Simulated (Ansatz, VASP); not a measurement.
Pt in VASP and in Ansatz

```
Pt
1.0
     0.00000    1.90895    2.00685
     1.90895    0.00000    2.00685
     1.90895    1.90895    0.00000
Pt
1
Direct
  0.00000 0.00000 0.00000
```

Change from the starting cell: strain -0.025 along x and y, +0.025 along z, atoms carried along.

Alike in both runs: task single point; functional PBE; k mesh 20 × 20 × 20; occupations gaussian, width 0.15 eV; no spin polarisation.

|  | VASP | Ansatz |
| --- | --- | --- |
| version | VASP 6.6.1 | Ansatz 0.2.0 |
| potentials or method | VASP PAW PBE potentials, release 64 (Pt), cutoff 520 eV | scalar-relativistic, plane waves, PAW |
| valence electrons in the cell | 10 | 18 |

|  | VASP | Ansatz | Ansatz less VASP |
| --- | --- | --- | --- |
| gap on the k mesh at the Fermi level (eV) | none | none | - |
| pressure (GPa) | 19.9 | 20.5 | +0.58 |
| traceless stress, the component that is largest in VASP (GPa) | -4.61 | -4.65 | -0.037 |

A gap of «none» marks a metal or a gap that the smearing closes. With one functional, cell and mesh, what is left measures potentials, basis and numerics. VASP's potentials hold 10 valence electrons a cell and Ansatz's 18, so a difference there can come from the potentials and not from the codes.

Spin-orbit coupling is off throughout.
